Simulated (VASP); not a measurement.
Crystal: AlRu.

```
Al Ru
1.0
     2.98250    0.00000    0.00000
     0.00000    2.98250    0.00000
     0.00000    0.00000    2.98250
Al Ru
1 1
Direct
  0.00000 0.00000 0.00000
  0.50000 0.50000 0.50000
```

| Quantity | Value |
| --- | --- |
| Program | VASP 6.6.1 |
| Task | relaxation of cell and atoms |
| Functional | LDA |
| Potentials or basis | VASP PAW LDA potentials, release 64 (Al, Ru_pv) |
| Cutoff | 600 eV |
| k mesh | 20 × 20 × 20 |
| Occupations | gaussian, width 0.1 eV |
| Spin | no spin polarisation |

At the start: pressure -5.8 GPa; volume 13.27 Å³/atom.

How do energy, volume and symmetry change on relaxing?

Over 21 steps the energy falls by 6.5 meV/atom and the volume is 12.92 Å³/atom (-2.6 %); space group Pm-3m (No. 221, to 0.1 Å) before and after.

Step by step:
```tsv
step	energy change (eV)	largest force (eV/Å)	pressure (GPa)	volume (Å³)
1	0.0000	0.0000	-5.82	26.53
2	0.0245	0.0000	11.41	24.72
3	-0.0130	0.0000	0.06	25.84
4	-0.0130	0.0000	-0.08	25.85
5	-0.0130	0.0000	-0.14	25.85
6	-0.0130	0.0000	-0.11	25.85
7	-0.0130	0.0000	-0.15	25.85
8	-0.0130	0.0000	-0.15	25.85
9	-0.0130	0.0000	-0.15	25.85
10	-0.0130	0.0000	-0.15	25.85
11	-0.0130	0.0000	-0.15	25.85
12	-0.0130	0.0000	-0.13	25.85
13	-0.0130	0.0000	-0.12	25.85
14	-0.0130	0.0000	-0.09	25.85
15	-0.0130	0.0000	-0.11	25.84
16	-0.0130	0.0000	-0.07	25.84
17	-0.0130	0.0000	-0.03	25.83
18	-0.0130	0.0000	0.08	25.81
19	-0.0130	0.0000	0.11	25.83
20	-0.0130	0.0000	0.02	25.83
21	-0.0130	0.0000	-0.01	25.83
```

Final structure:
```
Al Ru
1.0
     2.95607    0.00000    0.00000
     0.00000    2.95607    0.00000
     0.00000    0.00000    2.95607
Al Ru
1 1
Direct
  0.00000 0.00000 0.00000
  0.50000 0.50000 0.50000
```
